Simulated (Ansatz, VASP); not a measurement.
# Two plane-wave programs on O

Contents of INCAR:

```
SYSTEM = O
  ALGO = Normal
  EDIFF = 1E-7
  ENCUT = 520
  GGA = CA
  ISIF = 2
  ISMEAR = 0
  LASPH = .TRUE.
  LCHARG = .TRUE.
  LELF = .TRUE.
  LREAL = .FALSE.
  LVHAR = .TRUE.
  LWAVE = .FALSE.
  NBANDS = 13
  NELM = 80
  PREC = Accurate
  SIGMA = 0.15
```

KPOINTS

```
k-points
0
G
  20 20 20
  0 0 0
```

POSCAR

```
O
1.0
    0.0000000000      1.6445112404      3.7425218819
    1.6338947230      0.0000000000      3.7425218819
    1.6338947230      1.6445112404      0.0000000000
O
2
Direct
    0.0808467867      0.0808467867      0.9191532133
    0.9191532133      0.9191532133      0.0808467867
```

Input for Ansatz:

```yaml
crystal:
  lattice:
    - [0.0, 1.6445112404, 3.7425218819]
    - [1.633894723, 0.0, 3.7425218819]
    - [1.633894723, 1.6445112404, 0.0]
  atoms:
    - { symbol: O, position: [0.0808467867, 0.0808467867, 0.9191532133] }
    - { symbol: O, position: [0.9191532133, 0.9191532133, 0.0808467867] }
basis:
  ecutwfc: 520.0
kpoints:
  mp_grid: { grid: [20, 20, 20] }
hamiltonian:
  xc: lda
scf:
  occupations: { method: gaussian, width: 0.15 }
output:
  forces: true
  stress: true
  eigenvalues: true
```

Alike in both runs: task single point; functional LDA; k mesh 20 × 20 × 20; occupations gaussian, width 0.15 eV; no spin polarisation.

|  | VASP | Ansatz |
| --- | --- | --- |
| version | VASP 6.6.1 | Ansatz 0.2.0 |
| potentials or method | VASP PAW LDA potentials, release 64 (O), cutoff 520 eV | scalar-relativistic, plane waves, PAW |
| valence electrons in the cell | 12 | 12 |

Ansatz gave:

- gap on the k mesh at the Fermi level (eV): none
- pressure (GPa): -5.4
- traceless stress, the component that is largest in VASP (GPa): -5.47
- rms of the force components (eV/Å): 0.632

Q: What did VASP give for the same quantities?

A: gap on the k mesh at the Fermi level (eV): none; pressure (GPa): -0.3; traceless stress, the component that is largest in VASP (GPa): 5.04; rms of the force components (eV/Å): 0.336.

LDA's correlation is that of Perdew and Zunger in VASP and of Perdew and Wang (1992) in Ansatz. Atom by atom the forces differ by 0.967 eV/Å (rms over components). A gap of «none» marks a metal or a gap that the smearing closes.

Noted on VASP's run: the standard files for N, O and F lose accuracy on very short bonds; spin is off for a triplet molecule.
